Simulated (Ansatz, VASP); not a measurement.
## One calculation of K, two programs

INCAR

```
PREC = Accurate ; ENCUT = 520
EDIFF = 1E-7 ; ISMEAR = 0
SIGMA = 0.15 ; LREAL = False
LASPH = True ; NELM = 100
ALGO = Normal ; ISIF = 2
LWAVE = False ; LCHARG = False
NBANDS = 10
```

File KPOINTS:

```
Automatic mesh
0
Gamma
  6 6 12
```

Contents of POSCAR:

```
K
1.0
    9.0716450310      0.0000000000      0.0000000000
    0.0000000000      9.0716450310      0.0000000000
    0.0000000000      0.0000000000      4.3245983300
K
1
Direct
    0.0000000000      0.0000000000      0.0000000000
```

Input for Ansatz:

```yaml
crystal:
  lattice:
    - [9.071645031, 0.0, 0.0]
    - [0.0, 9.071645031, 0.0]
    - [0.0, 0.0, 4.32459833]
  atoms:
    - { symbol: K, position: [0.0, 0.0, 0.0] }
basis:
  ecutwfc: 420
kpoints:
  mp_grid: { grid: [6, 6, 12] }
hamiltonian:
  xc: lda
scf:
  occupations: { method: gaussian, width: 0.15 }
output:
  forces: true
  stress: true
  eigenvalues: true
```

Change from the starting cell: strain -0.1000 x Voigt [1, 1, 0, 0, 0, 0], atoms carried along.

Alike in both runs: task single point; functional LDA; k mesh 6 × 6 × 12; occupations gaussian, width 0.15 eV; no spin polarisation.

```csv
,VASP,Ansatz
version,VASP 6.6.1,Ansatz 0.2.0
potentials or method,"VASP PAW LDA potentials, release 64 (K_sv), cutoff 520 eV","scalar-relativistic, plane waves, PAW"
valence electrons in the cell,9,9
```

```tsv
	VASP	Ansatz	Ansatz less VASP
gap on the k mesh at the Fermi level (eV)	none	none	-
pressure (GPa)	-0.1	-0.1	0.00
traceless stress, the component that is largest in VASP (GPa)	-0.10	-0.10	0.000
```

LDA's correlation is that of Perdew and Zunger in VASP and of Perdew and Wang (1992) in Ansatz. A gap of «none» marks a metal or a gap that the smearing closes.
